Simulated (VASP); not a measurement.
# Al2Cu (I4/mcm) in VASP: notebook

Runs on Al2Cu. Level: PBEsol. Tasks: single point.

Everything below comes from runs of VASP 6.6.1. Logs are shortened: lines on timing, memory, paths and dates and some standing lists are left out, and cuts for length are marked.

## (1) The cell of the first run

It takes space group I4/mcm (No. 140, tetragonal). Conventional cell: a = 5.933 Å, b = 5.933 Å, c = 4.828 Å, α = 90.00°, β = 90.00°, γ = 90.00°. Within 3.3 Å of Al (site symmetry m2m) lie 4 Cu at 2.54 Å and 11 Al at 2.67 to 3.16 Å. Within 3.2 Å of Cu (site symmetry 422) lie 2 Cu at 2.41 Å and 8 Al at 2.54 Å.

## (2) Single point, PBEsol

The input, INCAR:

```
PREC = Accurate ; ENCUT = 520
EDIFF = 1E-7 ; ISMEAR = 0
SIGMA = 0.15 ; LREAL = False
LASPH = True ; NELM = 60
ALGO = Fast ; ISIF = 2
LWAVE = False ; LCHARG = True
GGA = PS ; LELF = True
LVHAR = True ; NBANDS = 26
```

The input, KPOINTS:

```
regular mesh
0
Gamma
  10 10 10
```

The input, POSCAR:

```
Al2Cu
1.0
   -2.9665500000      2.9665500000      2.4138103907
    2.9665500000     -2.9665500000      2.4138103907
    2.9665500000      2.9665500000     -2.4138103907
Al Cu
4 2
Direct
    0.1593210787      0.6593210787      0.8186421574
    0.6593210787      0.8406789213      0.5000000000
    0.8406789213      0.3406789213      0.1813578426
    0.3406789213      0.1593210787      0.5000000000
    0.7500000000      0.7500000000      0.0000000000
    0.2500000000      0.2500000000      0.0000000000
```

Potentials or basis: VASP PAW PBE potentials, release 64 (Al, Cu).

Run with:

```console
cat potpaw_PBE.64/Al/POTCAR potpaw_PBE.64/Cu/POTCAR > POTCAR
mpirun -np 1 vasp_std > vasp.out
```

OUTCAR:

```text
PREC = Accurate
   ENCUT = 520
   EDIFF = 1E-7
   ISMEAR = 0
   LREAL = False
   LASPH = True
   NELM = 60
   ISIF = 2
   GGA = PS

 ion  position               nearest neighbor table
   1  0.159  0.659  0.819-   5 2.54   6 2.54   5 2.54   6 2.54   3 2.67   3 2.85   3 2.85   4 3.07
                             2 3.07   2 3.07   4 3.07   4 3.16   2 3.16   2 3.16   4 3.16
   2  0.659  0.841  0.500-   6 2.54   5 2.54   5 2.54   6 2.54   4 2.67   4 2.85   4 2.85   3 3.07
                             1 3.07   1 3.07   3 3.07   1 3.16   3 3.16   1 3.16   3 3.16
   3  0.841  0.341  0.181-   5 2.54   6 2.54   5 2.54   6 2.54   1 2.67   1 2.85   1 2.85   2 3.07
                             4 3.07   4 3.07   2 3.07   4 3.16   2 3.16   4 3.16   2 3.16
   4  0.341  0.159  0.500-   5 2.54   6 2.54   6 2.54   5 2.54   2 2.67   2 2.85   2 2.85   3 3.07
                             1 3.07   1 3.07   3 3.07   1 3.16   3 3.16   3 3.16   1 3.16
   5  0.750  0.750  0.000-   6 2.41   6 2.41   4 2.54   2 2.54   4 2.54   2 2.54   1 2.54   3 2.54
                             3 2.54   1 2.54
   6  0.250  0.250  0.000-   5 2.41   5 2.41   2 2.54   4 2.54   2 2.54   4 2.54   3 2.54   1 2.54
                             1 2.54   3 2.54

  LATTYP: Found a body centered tetragonal cell.
 ALAT       =     5.9331000000
 C/A-ratio  =     0.8136759504

  Lattice vectors:

 A1 = (  -2.9665500000,   2.9665500000,   2.4138103907)
 A2 = (   2.9665500000,  -2.9665500000,   2.4138103907)
 A3 = (   2.9665500000,   2.9665500000,  -2.4138103907)

Analysis of symmetry for initial positions (statically):
=====================================================================
 Subroutine PRICEL returns:
 Original cell was already a primitive cell.

 Routine SETGRP: Setting up the symmetry group for a
 body centered tetragonal supercell.

 Subroutine GETGRP returns: Found 16 space group operations
 (whereof  8 operations were pure point group operations)
 out of a pool of 16 trial point group operations.

The static configuration has the point symmetry C_4h.
 The point group associated with its full space group is D_4h.

Analysis of symmetry for dynamics (positions and initial velocities):
=====================================================================
 Subroutine PRICEL returns:
 Original cell was already a primitive cell.

 Routine SETGRP: Setting up the symmetry group for a
 body centered tetragonal supercell.

 Subroutine GETGRP returns: Found 16 space group operations
 (whereof  8 operations were pure point group operations)
 out of a pool of 16 trial point group operations.

The dynamic configuration has the point symmetry C_4h.
 The point group associated with its full space group is D_4h.

 Subroutine INISYM returns: Found 16 space group operations
 (whereof  8 operations are pure point group operations),
 and found     1 'primitive' translations

----------------------------------------------------------------------------------------

                                     Primitive cell

  volume of cell :      84.9702

  direct lattice vectors                    reciprocal lattice vectors
    -2.966550000  2.966550000  2.413810391     0.000000000  0.168545954  0.207141374
     2.966550000 -2.966550000  2.413810391     0.168545954  0.000000000  0.207141374
     2.966550000  2.966550000 -2.413810391     0.168545954  0.168545954  0.000000000

  length of vectors
     4.840177518  4.840177518  4.840177518     0.267049223  0.267049223  0.238359974

  position of ions in fractional coordinates (direct lattice)
     0.159321079  0.659321079  0.818642157
     0.659321079  0.840678921  0.500000000
     0.840678921  0.340678921  0.181357843
     0.340678921  0.159321079  0.500000000
     0.750000000  0.750000000  0.000000000
     0.250000000  0.250000000  0.000000000

  ion indices of the primitive-cell ions
   primitive index   ion index
                 1           1
                 2           2
                 3           3
                 4           4
                 5           5
                 6           6

----------------------------------------------------------------------------------------

 KPOINTS: regular mesh

Automatic generation of k-mesh.
 Grid dimensions read from file:
 generate k-points for:   10   10   10

 Generating k-lattice:

  Cartesian coordinates                     Fractional coordinates (reciprocal lattice)
     0.000000000  0.016854595  0.020714137     0.100000000  0.000000000 -0.000000000
     0.016854595  0.000000000  0.020714137     0.000000000  0.100000000 -0.000000000
     0.016854595  0.016854595  0.000000000     0.000000000  0.000000000  0.100000000

  Length of vectors
     0.026704922  0.026704922  0.023835997

  Shift w.r.t. Gamma in fractional coordinates (k-lattice)
     0.000000000  0.000000000  0.000000000

 Subroutine IBZKPT returns following result:
 ===========================================

 Found    102 irreducible k-points:

 Following reciprocal coordinates:
            Coordinates               Weight
  0.000000  0.000000  0.000000      1.000000
  0.100000  0.000000 -0.000000      8.000000
  0.200000  0.000000 -0.000000      8.000000
  0.300000  0.000000  0.000000      8.000000
  0.400000  0.000000  0.000000      8.000000
  0.500000  0.000000  0.000000      4.000000
[... 16 lines left out ...]
  0.300000  0.300000  0.000000      8.000000
  0.400000  0.300000  0.000000     16.000000
 [... further k-points ...]
   k-points           NKPTS =    102   k-points in BZ     NKDIM =    102   number of bands    NBANDS=     26
   number of dos      NEDOS =    301   number of ions     NIONS =      6
   total plane-waves  NPLWV =  46656
   dimension x,y,z NGX =    36 NGY =   36 NGZ =   36
   dimension x,y,z NGXF=    72 NGYF=   72 NGZF=   72
   ions per type =               4   2
   NGX,Y,Z   is equivalent  to a cutoff of  12.36, 12.36, 12.36 a.u.
   NGXF,Y,Z  is equivalent  to a cutoff of  24.73, 24.73, 24.73 a.u.
 SYSTEM =  unknown system
   PREC   = accura    normal or accurate (medium, high low for compatibility)
   ISTART =      0    job   : 0-new  1-cont  2-samecut
   ICHARG =      2    charge: 1-file 2-atom 10-const
   ISPIN  =      1    spin polarized calculation?
   LNONCOLLINEAR =      F non collinear calculations
   LSORBIT =      F    spin-orbit coupling
   LASPH  =      T    aspherical Exc in radial PAW
   ENCUT  =  520.0 eV  38.22 Ry    6.18 a.u.   9.00  9.00  9.00*2*pi/ulx,y,z
   NELM   =     60;   NELMIN=  2; NELMDL= -5     # of ELM steps
   EDIFF  = 0.1E-06   stopping-criterion for ELM
   LREAL  =      F    real-space projection
   EDIFFG = 0.1E-05   stopping-criterion for IOM
   NSW    =      0    number of steps for IOM
   IBRION =     -1    ionic relax: 0-MD 1-quasi-New 2-CG
   NFREE  =      0    steps in history (QN), initial steepest desc. (CG)
   ISIF   =      2    stress and relaxation
   ISYM   =      2    0-nonsym 1-usesym 2-fastsym
   POTIM  = 0.5000    time-step for ionic-motion
   TEBEG  =    0.0;   TEEND  =   0.0 temperature during run
   PSTRESS=    0.0 pullay stress
   NELECT =      34.0000    total number of electrons
   NUPDOWN=      -1.0000    fix difference up-down
   EMIN   =  10.00;   EMAX   =-10.00  energy-range for DOS
   EFERMI =   0.00;   METHOD = LEGACY
   ISMEAR =     0;   SIGMA  =   0.15  broadening in eV -4-tet -1-fermi 0-gaus
   EFERMI_NEDOS =   21; number of points for ismear=-14 and -15
   IALGO  =     68    algorithm
   IMIX   =      4    mixing-type and parameters
     AMIX     =   0.40;   BMIX     =  1.00
     AMIX_MAG =   1.60;   BMIX_MAG =  1.00
  volume/ion in A,a.u.               =      14.16        95.57
  Fermi-wavevector in a.u.,A,eV,Ry     =   1.206366  2.279701 19.800806  1.455318
  Thomas-Fermi vector in A             =   2.342035
   LORBIT       =      0    0 simple, 1 ext, 2 COOP (PROOUT), +10 PAW based schemes
   GGA     = PS    functional components
   LHFCALC =     F    Hartree Fock is set to
   AEXX    =    0.0000 exact exchange contribution
   IVDW    =     0    specifies the selected vdW correction
   LEPSILON=     F    determine dielectric tensor
   LRPA    =     F    only Hartree local field effects (RPA)
 non-spin polarized calculation
 RMM-DIIS sequential band-by-band and
 Gauss-broadening in eV      SIGMA  =   0.15
  energy-cutoff  :      520.00
  volume of cell :       84.97
 maximum number of plane-waves:      2314
   NGX = 17   NGY = 17   NGZ = 17

 number of electron      34.0000040 magnetization

 Free energy of the ion-electron system (eV)
  ---------------------------------------------------
  ext. energy  EPLUGINS =         0.00000000
  ---------------------------------------------------
  free energy    TOTEN  =       -26.00596993 eV

  energy without entropy =      -25.98673684  energy(sigma->0) =      -25.99635338

 E-fermi :   8.4437     XC(G=0): -11.1651

 val. band max:        8.4390520397   @ k =  -0.2000  -0.2000   0.2000
 cond. band min:       8.4691237687   @ k =  -0.1000  -0.2000   0.1000
 fundamental gap:      0.0300717290
 Fermi energy:         8.4436925413

 k-point     1 :       0.0000    0.0000    0.0000
  band No.  band energies     occupation
      1      -2.6582      2.00000
      2       2.9100      2.00000
      3       3.0785      2.00000
      4       3.0785      2.00000
      5       3.1269      2.00000
      6       4.0530      2.00000
[... 18 lines left out ...]
     25      13.9992      0.00000
     26      14.6193      0.00000

 k-point     2 :       0.1000    0.0000   -0.0000
  band No.  band energies     occupation
      1      -2.5506      2.00000
      2       2.9022      2.00000
      3       3.0547      2.00000
      4       3.0746      2.00000
      5       3.1514      2.00000
      6       4.0359      2.00000
[... 18 lines left out ...]
     25      14.1191      0.00000
     26      14.8873      0.00000

 k-point     3 :       0.2000    0.0000   -0.0000
  band No.  band energies     occupation
      1      -2.2290      2.00000
      2       2.8629      2.00000
      3       2.8861      2.00000
      4       3.0615      2.00000
      5       3.2170      2.00000
      6       3.9566      2.00000
[... 18 lines left out ...]
     25      14.4811      0.00000
     26      15.0575      0.00000

 k-point     4 :       0.3000    0.0000    0.0000
  band No.  band energies     occupation
      1      -1.6975      2.00000
      2       2.1240      2.00000
      3       2.8780      2.00000
      4       3.0347      2.00000
      5       3.2963      2.00000
      6       3.8342      2.00000
[... 18 lines left out ...]
     25      15.1109      0.00000
     26      15.4298      0.00000

 k-point     5 :       0.4000    0.0000    0.0000
  band No.  band energies     occupation
      1      -0.9641      2.00000
      2       1.0243      2.00000
      3       2.8948      2.00000
      4       2.9910      2.00000
      5       3.3650      2.00000
      6       3.6412      2.00000
[... 18 lines left out ...]
     25      14.7696      0.00000
     26      15.3532      0.00000

 k-point     6 :       0.5000    0.0000    0.0000
  band No.  band energies     occupation
      1      -0.0446      2.00000
      2      -0.0446      2.00000
      3       2.9379      2.00000
      4       2.9379      2.00000
      5       3.4644      2.00000
      6       3.4644      2.00000
[... 427 lines left out ...]
 k-point    21 :      -0.3000    0.2000    0.0000
  band No.  band energies     occupation
      1      -2.0417      2.00000
      2       1.8384      2.00000
      3       2.9192      2.00000
      4       3.1716      2.00000
      5       3.2098      2.00000
      6       3.8261      2.00000
[... 18 lines left out ...]
     25      12.8602      0.00000
     26      16.9124      0.00000

 k-point    22 :      -0.2000    0.2000    0.0000
  band No.  band energies     occupation
      1      -2.3177      2.00000
      2       2.2164      2.00000
      3       3.0059      2.00000
      4       3.1264      2.00000
      5       3.1830      2.00000
      6       3.9057      2.00000
[... 18 lines left out ...]
     25      12.2061      0.00000
     26      17.3553      0.00000

 k-point    23 :       0.3000    0.3000    0.0000
  band No.  band energies     occupation
      1       0.3382      2.00000
      2       0.6686      2.00000
      3       0.7557      2.00000
      4       2.8678      2.00000
      5       3.6832      2.00000
      6       3.6925      2.00000
[... 18 lines left out ...]
     25      14.7596      0.00000
     26      15.6577      0.00000

 k-point    24 :       0.4000    0.3000    0.0000
  band No.  band energies     occupation
      1      -0.2235      2.00000
      2       0.5816      2.00000
      3       1.3443      2.00000
      4       2.9614      2.00000
      5       3.4985      2.00000
      6       3.6522      2.00000
[... 18 lines left out ...]
     25      15.7302      0.00000
     26      15.8061      0.00000

 [... further k-points ...]
[... 5 lines left out ...]
  --------------------------------------------------------------------------------------
  -------------------------------------------------------------------------------------
  Total        1.6148273      1.6148273      0.8144151      0.0000000      0.0000000      0.0000000
  in kB       30.4488003     30.4488003     15.3564181      0.0000000      0.0000000      0.0000000
  external PRESSURE =      25.4180062 kB  Pullay stress =       0.0000000 kB

 VOLUME and BASIS-vectors are now :
 -----------------------------------------------------------------------------
  energy-cutoff  :      520.00
  volume of cell :       84.97
      direct lattice vectors                 reciprocal lattice vectors
    -2.966550000  2.966550000  2.413810391     0.000000000  0.168545954  0.207141374
     2.966550000 -2.966550000  2.413810391     0.168545954  0.000000000  0.207141374
     2.966550000  2.966550000 -2.413810391     0.168545954  0.168545954  0.000000000

 POSITION                                       TOTAL-FORCE (eV/Angst)
 -----------------------------------------------------------------------------------
      3.91182      0.94527      0.00000         0.007557      0.007557     -0.000000
      2.02128      0.94527      2.41381        -0.007557      0.007557      0.000000
     -0.94527      2.02128      2.41381        -0.007557     -0.007557      0.000000
      0.94527      2.02128      0.00000         0.007557     -0.007557      0.000000
      0.00000      0.00000      3.62072         0.000000     -0.000000      0.000000
      0.00000      0.00000      1.20691         0.000000     -0.000000      0.000000
 -----------------------------------------------------------------------------------
    total drift:                                0.000000      0.000000      0.000000

  FREE ENERGIE OF THE ION-ELECTRON SYSTEM (eV)
  ---------------------------------------------------
  free  energy   TOTEN  =       -26.0059699261 eV

  energy  without entropy=      -25.9867368374  energy(sigma->0) =      -25.99635338
```

It took 2.2 min on 1 thread of Intel Xeon 6975P-C (Granite Rapids), shared host; peak memory 0.33 GiB.

What came out:

```yaml
Free_energy: -26.0060 eV
Pressure: 2.5 GPa
Largest_force: 0.011 eV/Å
Band_gap_on_the_k_mesh: zero (bands 17 and 18 overlap by 4.38 eV)
```

Forces in eV/Å, atoms in the order of the input:
```
Al   0.008  0.008  0.000
Al  -0.008  0.008  0.000
Al  -0.008 -0.008  0.000
Al   0.008 -0.008  0.000
Cu   0.000  0.000  0.000
Cu   0.000  0.000  0.000
```

Stress tensor (GPa, compression positive):
```
3.04 0.00 0.00
0.00 3.04 0.00
0.00 0.00 1.54
```

Caveat: the PAW data sets were made with another functional, which shifts forces and pressure a little.

## (3) Single point, PBEsol

The input, INCAR:

```
SYSTEM = Al2Cu
  PREC = Accurate
  ENCUT = 520
  EDIFF = 1E-7
  ISMEAR = 0
  SIGMA = 0.15
  LREAL = .FALSE.
  LASPH = .TRUE.
  NELM = 80
  ALGO = Fast
  ISIF = 2
  LWAVE = .FALSE.
  LCHARG = .FALSE.
  GGA = PS
  NBANDS = 26
```

The input, KPOINTS:

```
Automatic mesh
0
G
  10 10 10
  0 0 0
```

POSCAR, as its differences from that of step 2:

```diff
@@ -2,5 +2,5 @@
 1.0
-   -2.9665500000      2.9665500000      2.4138103907
-    2.9665500000     -2.9665500000      2.4138103907
-    2.9665500000      2.9665500000     -2.4138103907
+   -2.9366000000      2.9366000000      2.4621000000
+    2.9366000000     -2.9366000000      2.4621000000
+    2.9366000000      2.9366000000     -2.4621000000
 Al Cu
```

Potentials or basis: VASP PAW PBE potentials, release 64 (Al, Cu).

Run with:

```console
cat potpaw_PBE.64/Al/POTCAR potpaw_PBE.64/Cu/POTCAR > POTCAR
mpirun -np 1 vasp_std > vasp.out
```

Run time: 2.1 min. Hardware: 1 thread of Intel Xeon 6975P-C (Granite Rapids), shared host; peak memory 0.33 GiB.

It converged, with:

```
Free energy            : -25.9668 eV
Pressure               : 2.7 GPa
Largest force          : 0.110 eV/Å
Band gap on the k mesh : zero (bands 17 and 18 overlap by 4.08 eV)
```

Forces in eV/Å, atoms in the order of the input:
```
Al   0.077  0.077  0.000
Al  -0.077  0.077  0.000
Al  -0.077 -0.077  0.000
Al   0.077 -0.077  0.000
Cu   0.000  0.000  0.000
Cu   0.000  0.000  0.000
```

Stress tensor (GPa, compression positive):
```
 4.61  0.00  0.00
 0.00  4.61  0.00
 0.00  0.00 -1.09
```

Levels at points of the mesh, in eV from the Fermi level:
| k point | band 15 | band 16 | band 17 | band 18 | band 19 | band 20 |
| --- | --- | --- | --- | --- | --- | --- |
| (0.00, 0.00, 0.00) | -1.71 | -1.38 | -1.38 | -0.96 | -0.12 | 0.05 |
| (0.50, 0.00, 0.00) | -2.64 | -2.64 | 0.39 | 0.39 | 3.94 | 3.94 |
| (0.50, 0.50, 0.00) | -1.37 | -1.30 | -0.90 | -0.78 | 1.13 | 1.64 |
| (0.50, 0.50, 0.50) | -3.38 | -2.01 | 2.49 | 2.95 | 2.95 | 3.56 |

Caveat: the stress differs along the axes, from -1 to 5 GPa; the PAW data sets were made with another functional, which shifts forces and pressure a little.

The gap in the log of VASP goes by the Fermi energy; the results here count the filled bands.